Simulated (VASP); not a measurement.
# AgCl: single point with r2SCAN

The system is AgCl.

```
CELL_PARAMETERS angstrom
0.00000 2.77318 2.78705
2.77318 0.00000 2.78705
2.77318 2.77318 0.00000
ATOMIC_POSITIONS crystal
Ag 0.00000 0.00000 0.00000
Cl 0.50000 0.50000 0.50000
```

This cell differs from its parent crystal: uniaxial z strain +0.5%.

```
Program             : VASP 6.6.1
Task                : single point
Functional          : r2SCAN
Potentials or basis : VASP PAW PBE potentials, release 64 (Ag, Cl)
Cutoff              : 520 eV
k mesh              : 8 × 8 × 8
Occupations         : gaussian, width 0.01 eV
Spin                : no spin polarisation
```

* Pressure: -0.4 GPa
* Band gap on the k mesh: 1.41 eV (least direct gap 3.68 eV)

Stress tensor (GPa, compression positive):
```
-0.31  0.00  0.00
 0.00 -0.31  0.00
 0.00  0.00 -0.45
```

Levels at points of the mesh, in eV from the valence-band top:
| k point | band 7 | band 8 | band 9 | band 10 | band 11 | band 12 |
| --- | --- | --- | --- | --- | --- | --- |
| (0.00, 0.00, 0.00) | -2.42 | -2.38 | -2.38 | 1.41 | 11.31 | 11.33 |
| (0.50, 0.00, 0.00) | -1.76 | -0.03 | 0.00 | 4.70 | 7.12 | 8.24 |
| (0.50, 0.50, 0.00) | -1.96 | -1.96 | -1.85 | 2.92 | 8.36 | 9.17 |
| (0.50, 0.00, 0.50) | -1.96 | -1.95 | -1.85 | 2.92 | 8.33 | 9.22 |

Wall time 79 s on 1 thread of Intel(R) Xeon(R) 6975P-C (Granite Rapids), with other jobs on the host, peak memory 0.19 GiB.

Caveat: the cell differs from its parent crystal (uniaxial z strain +0.5%); the PAW data sets were made with another functional, which shifts forces and pressure a little. A k mesh can miss the band edges.
